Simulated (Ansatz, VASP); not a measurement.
## One calculation of In, two programs

The input POSCAR:

```
In
1.0
   -1.6190646052      1.6612415974      2.5247666629
    1.6612415974     -1.6190646052      2.5247666629
    1.5669310712      1.5669310712     -2.4970521319
In
1
Direct
    0.0000000000      0.0000000000      0.0000000000
```

The input INCAR.step1:

```
SYSTEM = In
  ALGO = Normal
  EDIFF = 1E-4
  ENCUT = 520
  GGA = PE
  ISMEAR = 1
  LASPH = .True.
  LCHARG = .False.
  LREAL = .False.
  LWAVE = .True.
  NBANDS = 12
  NELM = 100
  PREC = Accurate
  SIGMA = 0.03
```

File INCAR.step2:

```
SYSTEM = In
  ALGO = Normal
  EDIFF = 1E-7
  ENCUT = 520
  ISIF = 2
  ISMEAR = 1
  ISTART = 1
  LASPH = .True.
  LCHARG = .False.
  LMIXTAU = .True.
  LREAL = .False.
  LWAVE = .False.
  METAGGA = R2SCAN
  NBANDS = 12
  NELM = 100
  PREC = Accurate
  SIGMA = 0.03
```

KPOINTS

```
k-points
0
Gamma
  11 11 14
  0 0 0
```

Input for Ansatz:

```yaml
crystal:
  lattice:
    - [-1.6190646052, 1.6612415974, 2.5247666629]
    - [1.6612415974, -1.6190646052, 2.5247666629]
    - [1.5669310712, 1.5669310712, -2.4970521319]
  atoms:
    - { symbol: In, position: [0.0, 0.0, 0.0] }
hamiltonian:
  xc: r2scan
  pseudopotentials:
    kind: paw
    azcp:
      In: "pseudopotentials/In.paw.azcp"
basis:
  ecutwfc: 500
  fft_grid_basis: typed
kpoints:
  mp_grid: { grid: [11, 11, 14], shift: [0, 0, 0] }
magnetization:
  spin_polarized: false
scf:
  occupations: { method: methfessel_paxton, width: 0.03 }
  lower_state_search: "off"
output:
  stress: true
```

Alike in both runs: task single point; functional r2SCAN; k mesh 11 × 11 × 14; occupations methfessel-paxton of order 1, width 0.03 eV; no spin polarisation.

```csv
,VASP,Ansatz
version,VASP 6.6.1,Ansatz 0.2.0
potentials or method,"VASP PAW PBE potentials, release 64 (In_d), cutoff 520 eV","plane waves (500 eV) with PAW, scalar-relativistic"
valence electrons in the cell,13,13
```

```csv
,VASP,Ansatz,Ansatz less VASP
pressure (GPa),0.2,0.1,-0.02
"traceless stress, the component that is largest in VASP (GPa)",-0.11,-0.11,+0.002
```

VASP's potentials were made for PBE, not for r2SCAN. With one functional, cell and mesh, what is left measures potentials, basis and numerics.
